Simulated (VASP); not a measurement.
# HfN (P6_3/mmc) in VASP: further runs

The runs below take HfN through single point, relaxation of cell and atoms, with PBE.

All numbers are computed with VASP 6.6.1; they aren't measurements. Logs are shortened: lines on timing, memory, paths and dates and some standing lists are left out, and cuts for length are marked.

### 1 The cell of the first run

The structure is hexagonal, space group P6_3/mmc (No. 194). Conventional cell: a = 3.159 Å, b = 3.159 Å, c = 5.451 Å, α = 90.00°, β = 90.00°, γ = 120.00°. Hf (site symmetry -6m2) has 6 N at 2.28 Å within 3.0 Å. N (site symmetry -3m) has 6 Hf at 2.28 Å and 2 N at 2.73 Å within 3.0 Å.

### 2 Single point, PBE

INCAR reads:

```
ALGO = Normal ; EDIFF = 1E-7
ENCUT = 520 ; GGA = PE
ISIF = 2 ; ISMEAR = 0
LASPH = True ; LCHARG = False
LREAL = False ; LWAVE = False
NBANDS = 23 ; NELM = 100
PREC = Accurate ; SIGMA = 0.1
```

KPOINTS reads:

```
k-points
0
Gamma
  18 18 8
```

POSCAR reads:

```
HfN
1.0
    3.1593699058      0.0000000000      0.0000000000
   -1.5796849529      2.7360945984      0.0000000000
    0.0000000000      0.0000000000      5.4508227237
Hf N
2 2
Direct
    0.6666666667      0.3333333333      0.7500000000
    0.3333333333      0.6666666667      0.2500000000
    0.0000000000      0.0000000000      0.0000000000
    0.0000000000      0.0000000000      0.5000000000
```

Potentials or basis: VASP PAW PBE potentials, release 64 (Hf_pv, N).

Started as:

```bash
$ cat potpaw_PBE.64/Hf_pv/POTCAR potpaw_PBE.64/N/POTCAR > POTCAR
$ mpirun -np 1 vasp_std > vasp.out
```

OUTCAR:

```text
EDIFF = 1E-7
   ENCUT = 520
   GGA = PE
   ISIF = 2
   ISMEAR = 0
   LASPH = True
   LREAL = False
   NELM = 100
   PREC = Accurate

 ion  position               nearest neighbor table
   1  0.667  0.333  0.750-   3 2.28   4 2.28   3 2.28   4 2.28   3 2.28   4 2.28   2 3.28   2 3.28
                             2 3.28   2 3.28   2 3.28   2 3.28
   2  0.333  0.667  0.250-   3 2.28   4 2.28   3 2.28   4 2.28   3 2.28   4 2.28   1 3.28   1 3.28
                             1 3.28   1 3.28   1 3.28   1 3.28
   3  0.000  0.000  0.000-   1 2.28   2 2.28   1 2.28   2 2.28   1 2.28   2 2.28
   4  0.000  0.000  0.500-   1 2.28   2 2.28   1 2.28   2 2.28   1 2.28   2 2.28

  LATTYP: Found a hexagonal cell.
 ALAT       =     3.1593699058
 C/A-ratio  =     1.7252879170

  Lattice vectors:

 A1 = (   3.1593699058,   0.0000000000,   0.0000000000)
 A2 = (  -1.5796849529,   2.7360945984,   0.0000000000)
 A3 = (   0.0000000000,   0.0000000000,   5.4508227237)

Analysis of symmetry for initial positions (statically):
=====================================================================
 Subroutine PRICEL returns:
 Original cell was already a primitive cell.

 Routine SETGRP: Setting up the symmetry group for a
 hexagonal supercell.

 Subroutine GETGRP returns: Found 24 space group operations
 (whereof 12 operations were pure point group operations)
 out of a pool of 24 trial point group operations.

The static configuration has the point symmetry D_3d.
 The point group associated with its full space group is D_6h.

Analysis of symmetry for dynamics (positions and initial velocities):
=====================================================================
 Subroutine PRICEL returns:
 Original cell was already a primitive cell.

 Routine SETGRP: Setting up the symmetry group for a
 hexagonal supercell.

 Subroutine GETGRP returns: Found 24 space group operations
 (whereof 12 operations were pure point group operations)
 out of a pool of 24 trial point group operations.

The dynamic configuration has the point symmetry D_3d.
 The point group associated with its full space group is D_6h.

 Subroutine INISYM returns: Found 24 space group operations
 (whereof 12 operations are pure point group operations),
 and found     1 'primitive' translations

----------------------------------------------------------------------------------------

                                     Primitive cell

  volume of cell :      47.1187

  direct lattice vectors                    reciprocal lattice vectors
     3.159369906  0.000000000  0.000000000     0.316518809  0.182742220  0.000000000
    -1.579684953  2.736094598  0.000000000     0.000000000  0.365484439  0.000000000
     0.000000000  0.000000000  5.450822724     0.000000000  0.000000000  0.183458544

  length of vectors
     3.159369906  3.159369906  5.450822724     0.365484439  0.365484439  0.183458544

  position of ions in fractional coordinates (direct lattice)
     0.666666667  0.333333333  0.750000000
     0.333333333  0.666666667  0.250000000
     0.000000000  0.000000000  0.000000000
     0.000000000  0.000000000  0.500000000

  ion indices of the primitive-cell ions
   primitive index   ion index
                 1           1
                 2           2
                 3           3
                 4           4

----------------------------------------------------------------------------------------

 KPOINTS: k-points

Automatic generation of k-mesh.
 Grid dimensions read from file:
 generate k-points for:   18   18    8

 Generating k-lattice:

  Cartesian coordinates                     Fractional coordinates (reciprocal lattice)
     0.017584378  0.010152346  0.000000000     0.055555556 -0.000000000  0.000000000
     0.000000000  0.020304691  0.000000000     0.000000000  0.055555556  0.000000000
     0.000000000  0.000000000  0.022932318     0.000000000  0.000000000  0.125000000

  Length of vectors
     0.020304691  0.020304691  0.022932318

  Shift w.r.t. Gamma in fractional coordinates (k-lattice)
     0.000000000  0.000000000  0.000000000

 Subroutine IBZKPT returns following result:
 ===========================================

 Found    185 irreducible k-points:

 Following reciprocal coordinates:
            Coordinates               Weight
  0.000000  0.000000  0.000000      1.000000
  0.055556 -0.000000  0.000000      6.000000
  0.111111 -0.000000  0.000000      6.000000
  0.166667  0.000000  0.000000      6.000000
  0.222222 -0.000000  0.000000      6.000000
  0.277778  0.000000  0.000000      6.000000
[... 16 lines left out ...]
  0.333333  0.111111  0.000000     12.000000
  0.388889  0.111111  0.000000     12.000000
 [... further k-points ...]
   k-points           NKPTS =    185   k-points in BZ     NKDIM =    185   number of bands    NBANDS=     23
   number of dos      NEDOS =    301   number of ions     NIONS =      4
   total plane-waves  NPLWV =  24192
   dimension x,y,z NGX =    24 NGY =   24 NGZ =   42
   dimension x,y,z NGXF=    48 NGYF=   48 NGZF=   84
   ions per type =               2   2
   NGX,Y,Z   is equivalent  to a cutoff of  12.63, 12.63, 12.81 a.u.
   NGXF,Y,Z  is equivalent  to a cutoff of  25.26, 25.26, 25.62 a.u.
 SYSTEM =  unknown system
   PREC   = accura    normal or accurate (medium, high low for compatibility)
   ISTART =      0    job   : 0-new  1-cont  2-samecut
   ICHARG =      2    charge: 1-file 2-atom 10-const
   ISPIN  =      1    spin polarized calculation?
   LNONCOLLINEAR =      F non collinear calculations
   LSORBIT =      F    spin-orbit coupling
   LASPH  =      T    aspherical Exc in radial PAW
   ENCUT  =  520.0 eV  38.22 Ry    6.18 a.u.   5.87  5.87 10.13*2*pi/ulx,y,z
   NELM   =    100;   NELMIN=  2; NELMDL= -5     # of ELM steps
   EDIFF  = 0.1E-06   stopping-criterion for ELM
   LREAL  =      F    real-space projection
   EDIFFG = 0.1E-05   stopping-criterion for IOM
   NSW    =      0    number of steps for IOM
   IBRION =     -1    ionic relax: 0-MD 1-quasi-New 2-CG
   NFREE  =      0    steps in history (QN), initial steepest desc. (CG)
   ISIF   =      2    stress and relaxation
   ISYM   =      2    0-nonsym 1-usesym 2-fastsym
   POTIM  = 0.5000    time-step for ionic-motion
   TEBEG  =    0.0;   TEEND  =   0.0 temperature during run
   PSTRESS=    0.0 pullay stress
   NELECT =      30.0000    total number of electrons
   NUPDOWN=      -1.0000    fix difference up-down
   EMIN   =  10.00;   EMAX   =-10.00  energy-range for DOS
   EFERMI =   0.00;   METHOD = LEGACY
   ISMEAR =     0;   SIGMA  =   0.10  broadening in eV -4-tet -1-fermi 0-gaus
   EFERMI_NEDOS =   21; number of points for ismear=-14 and -15
   IALGO  =     38    algorithm
   IMIX   =      4    mixing-type and parameters
     AMIX     =   0.40;   BMIX     =  1.00
     AMIX_MAG =   1.60;   BMIX_MAG =  1.00
  volume/ion in A,a.u.               =      11.78        79.49
  Fermi-wavevector in a.u.,A,eV,Ry     =   1.408372  2.661437 26.987313  1.983512
  Thomas-Fermi vector in A             =   2.530536
   LORBIT       =      0    0 simple, 1 ext, 2 COOP (PROOUT), +10 PAW based schemes
   GGA     = PE    functional components
   LHFCALC =     F    Hartree Fock is set to
   AEXX    =    0.0000 exact exchange contribution
   IVDW    =     0    specifies the selected vdW correction
   LEPSILON=     F    determine dielectric tensor
   LRPA    =     F    only Hartree local field effects (RPA)
 non-spin polarized calculation
 Gauss-broadening in eV      SIGMA  =   0.10
  energy-cutoff  :      520.00
  volume of cell :       47.12
 maximum number of plane-waves:      1286
 NGX is ok and might be reduce to    24
   NGX = 11   NGY = 11   NGZ = 21

 number of electron      30.0000001 magnetization

 Free energy of the ion-electron system (eV)
  ---------------------------------------------------
  ext. energy  EPLUGINS =         0.00000000
  ---------------------------------------------------
  free energy    TOTEN  =       -43.40929248 eV

  energy without entropy =      -43.40649962  energy(sigma->0) =      -43.40789605

 E-fermi :   7.7293     XC(G=0): -12.6268

 val. band max:        7.7253053355   @ k =   0.1111   0.0556   0.0000
 cond. band min:       7.7301137030   @ k =   0.0000   0.0000   0.1250
 fundamental gap:      0.0048083675
 Fermi energy:         7.7292676703

 k-point     1 :       0.0000    0.0000    0.0000
  band No.  band energies     occupation
      1     -24.0004      2.00000
      2     -23.2111      2.00000
      3     -23.1084      2.00000
      4     -23.1084      2.00000
      5     -23.0511      2.00000
      6     -23.0511      2.00000
[... 15 lines left out ...]
     22      13.2202      0.00000
     23      13.2202      0.00000

 k-point     2 :       0.0556   -0.0000    0.0000
  band No.  band energies     occupation
      1     -23.9902      2.00000
      2     -23.2121      2.00000
      3     -23.1328      2.00000
      4     -23.1163      2.00000
      5     -23.0753      2.00000
      6     -23.0533      2.00000
[... 15 lines left out ...]
     22      13.0997      0.00000
     23      13.2080      0.00000

 k-point     3 :       0.1111   -0.0000    0.0000
  band No.  band energies     occupation
      1     -23.9604      2.00000
      2     -23.2151      2.00000
      3     -23.2040      2.00000
      4     -23.1424      2.00000
      5     -23.1378      2.00000
      6     -23.0608      2.00000
[... 15 lines left out ...]
     22      12.7836      0.00000
     23      13.1793      0.00000
[... 495 lines left out ...]
 k-point    23 :       0.3333    0.1111    0.0000
  band No.  band energies     occupation
      1     -23.8096      2.00000
      2     -23.6530      2.00000
      3     -23.6212      2.00000
      4     -23.3419      2.00000
      5     -23.3019      2.00000
      6     -23.2047      2.00000
[... 15 lines left out ...]
     22      13.8553      0.00000
     23      14.3652      0.00000

 k-point    24 :       0.3889    0.1111    0.0000
  band No.  band energies     occupation
      1     -23.8700      2.00000
      2     -23.6958      2.00000
      3     -23.5676      2.00000
      4     -23.3670      2.00000
      5     -23.3292      2.00000
      6     -23.2183      2.00000
[... 15 lines left out ...]
     22      13.8852      0.00000
     23      14.7807      0.00000

 [... further k-points ...]
[... 5 lines left out ...]
  --------------------------------------------------------------------------------------
  -------------------------------------------------------------------------------------
  Total       -0.6636890     -0.6636890     -0.6376032      0.0000000      0.0000000      0.0000000
  in kB      -22.5674012    -22.5674012    -21.6804053      0.0000000      0.0000000      0.0000000
  external PRESSURE =     -22.2717359 kB  Pullay stress =       0.0000000 kB

 VOLUME and BASIS-vectors are now :
 -----------------------------------------------------------------------------
  energy-cutoff  :      520.00
  volume of cell :       47.12
      direct lattice vectors                 reciprocal lattice vectors
     3.159369906  0.000000000  0.000000000     0.316518809  0.182742220  0.000000000
    -1.579684953  2.736094598  0.000000000     0.000000000  0.365484439  0.000000000
     0.000000000  0.000000000  5.450822724     0.000000000  0.000000000  0.183458544

 POSITION                                       TOTAL-FORCE (eV/Angst)
 -----------------------------------------------------------------------------------
      1.57968      0.91203      4.08812         0.000000     -0.000000      0.000000
     -0.00000      1.82406      1.36271        -0.000000      0.000000      0.000000
      0.00000      0.00000      0.00000        -0.000000      0.000000      0.000000
      0.00000      0.00000      2.72541        -0.000000      0.000000      0.000000
 -----------------------------------------------------------------------------------
    total drift:                               -0.000000      0.000000     -0.000000

  FREE ENERGIE OF THE ION-ELECTRON SYSTEM (eV)
  ---------------------------------------------------
  free  energy   TOTEN  =       -43.4092924837 eV

  energy  without entropy=      -43.4064996167  energy(sigma->0) =      -43.40789605
```

It took 81 s on 1 thread of Intel Xeon 6975P-C (Granite Rapids), shared host; peak memory 0.29 GiB.

What came out:

| Quantity | Value |
| --- | --- |
| Free energy | -43.4093 eV |
| Pressure | -2.2 GPa |
| Band gap on the k mesh | zero (band 15 reaches 9.55 eV, above the bottom of band 16 at 7.30 eV) |

Stress tensor (GPa, compression positive):
```
-2.26  0.00  0.00
 0.00 -2.26  0.00
 0.00  0.00 -2.17
```

Caveat: spin-orbit coupling is left out, which moves the levels of the heavy elements.

### 3 Relaxation of cell and atoms, PBE

This run uses another cell than the first one, of 11.52 Å³/atom, 0.978 times its volume.

INCAR reads:

```
SYSTEM = HfN
  PREC = Accurate
  ENCUT = 600
  EDIFF = 1E-6
  ISMEAR = 0
  SIGMA = 0.1
  LREAL = .FALSE.
  LASPH = .TRUE.
  NELM = 100
  ALGO = Normal
  ISIF = 3
  LWAVE = .FALSE.
  LCHARG = .FALSE.
  GGA = PE
  IBRION = 2
  NSW = 100
  EDIFFG = -0.005
```

KPOINTS reads:

```
Automatic mesh
0
G
  18 18 8
  0 0 0
```

POSCAR reads:

```
HfN
1.0
    3.1339080219      0.0000000000      0.0000000000
   -1.5669540110      2.7140439601      0.0000000000
    0.0000000000      0.0000000000      5.4167677200
Hf N
2 2
Direct
    0.6666666700      0.3333333300      0.7500000000
    0.3333333300      0.6666666700      0.2500000000
    0.0000000000      0.0000000000      0.0000000000
    0.0000000000      0.0000000000      0.5000000000
```

Potentials or basis: VASP PAW PBE potentials, release 64 (Hf_pv, N).

Started as:

```bash
$ cat potpaw_PBE.64/Hf_pv/POTCAR potpaw_PBE.64/N/POTCAR > POTCAR
$ mpirun -np 1 vasp_std > vasp.out
```

Wall time 5.1 min (1 thread of Intel Xeon 6975P-C (Granite Rapids), shared host); peak memory 0.32 GiB.

Results (log left out):

| Property | Result |
| --- | --- |
| Free energy | -43.4149 eV |
| Relaxed volume | 11.67 Å³/atom |
| Relaxed cell | a = 3.150 Å, b = 3.150 Å, c = 5.435 Å, α = 90.00°, β = 90.00°, γ = 120.00° |
| Space group after relaxing (to 0.05 Å) | P6_3/mmc (No. 194) |
| Energy gained by relaxing | 1.8 meV/atom |
| Ionic steps | 6 |
| Pressure after relaxing | 0.1 GPa |
| Band gap on the k mesh | zero (band 15 reaches 9.65 eV, above the bottom of band 16 at 7.38 eV) |

Step by step:
```
step  energy change (eV)  largest force (eV/Å)  pressure (GPa)  volume (Å³)
   1              0.0000                0.0000            3.71        46.07
   2              0.0162                0.0000           -6.23        47.87
   3             -0.0072                0.0000           -0.03        46.71
   4             -0.0072                0.0000            0.04        46.69
   5             -0.0072                0.0000            0.06        46.69
   6             -0.0072                0.0000            0.06        46.69
```

Final structure:
```xyz
4
Lattice="3.1495 0.0000 0.0000 -1.5748 2.7276 0.0000 0.0000 0.0000 5.4352" Properties=species:S:1:pos:R:3 pbc="T T T"
Hf    1.5748    0.9092    4.0764
Hf    0.0000    1.8184    1.3588
N     0.0000    0.0000    0.0000
N     0.0000    0.0000    2.7176
```

Levels at points of the mesh, in eV from the Fermi level:
```csv
k point,band 12,band 13,band 14,band 15,band 16,band 17,band 18,band 19
"(0.00, 0.00, 0.00)",-3.56,-3.56,-1.72,-0.55,0.75,0.75,0.96,1.85
"(0.50, 0.00, 0.00)",-5.41,-3.26,-2.75,-2.41,2.41,2.70,4.36,4.60
"(0.00, 0.00, 0.50)",-4.33,-4.33,-4.33,1.84,1.84,2.89,2.90,2.91
"(0.50, 0.00, 0.50)",-5.39,-4.43,-4.43,-0.27,-0.27,4.64,4.64,4.73
```

Caveat: spin-orbit coupling is left out, which moves the levels of the heavy elements.
